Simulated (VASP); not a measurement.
Set up this calculation in VASP 6.6.1, as the native input.

* Task: single point
* Functional: LDA
* Potentials or basis: VASP PAW LDA potentials, release 64 (Si)
* Cutoff: 520 eV
* k mesh: 2 × 2 × 2
* Occupations: gaussian, width 0.05 eV
* Spin: no spin polarisation
* Dipole correction: no
* Further INCAR settings: LREAL = Auto; ALGO = Normal; EDIFF = 1e-06; NBANDS = 48

The structure of Si (a cell with a defect) lies in POSCAR:

```
Si
1.0
    0.0000000000      5.4300000000      5.4300000000
    5.4300000000      0.0000000000      5.4300000000
    5.4300000000      5.4300000000      0.0000000000
Si
17
Direct
   -0.0444468692      0.0148739411      0.0145522099
    0.1204558011      0.1163683241      0.1160447514
    0.0046131676     -0.0245146409      0.5097104052
    0.1204434622      0.1163738490      0.6466607735
    0.0046163904      0.5100344383     -0.0248388582
    0.1204488029      0.6469832413      0.1160482505
    0.0046094843      0.5100417127      0.5097148250
    0.1740910681      0.6086947514      0.6083700737
    0.4922116943     -0.0008831492     -0.0011770718
    0.5799662063      0.1400754144      0.1397700737
    0.4922020258     -0.0008675875      0.5094300184
    0.6327109576      0.1140199816      0.6264279006
    0.4922063536      0.5097352670     -0.0011693370
    0.6327155617      0.6267216390      0.1137299263
    0.5506267035      0.4831878453      0.4828992634
    0.6327049724      0.6267383057      0.6264362799
    1.0559546041      0.3147400552      0.3144159300
```

One way to write it, as run:

INCAR

```
  ALGO = Normal
  EDIFF = 1E-6
  ENCUT = 520
  GGA = CA
  ISIF = 2
  ISMEAR = 0
  LASPH = True
  LCHARG = True
  LELF = True
  LREAL = Auto
  LVHAR = True
  LWAVE = False
  NBANDS = 48
  NELM = 80
  PREC = Accurate
  SIGMA = 0.05
```

KPOINTS

```
k-points
0
Gamma
  2 2 2
```

Potentials or basis: VASP PAW LDA potentials, release 64 (Si).

Run with:

```sh
$ cat potpaw_LDA.64/Si/POTCAR > POTCAR
$ mpirun -np 1 vasp_std > vasp.out
```

Results of the run:

| Quantity | Value |
| --- | --- |
| Pressure | 1.4 GPa |
| Largest force | 0.005 eV/Å |
| Band gap on the k mesh | zero (bands 34 and 35 overlap by 0.03 eV) |

Caveat: the k points lie up to 0.50 Å⁻¹ apart.

Wall time 2.1 min on 1 thread of Intel(R) Xeon(R) 6975P-C (Granite Rapids), on a shared host, peak memory 0.37 GiB.
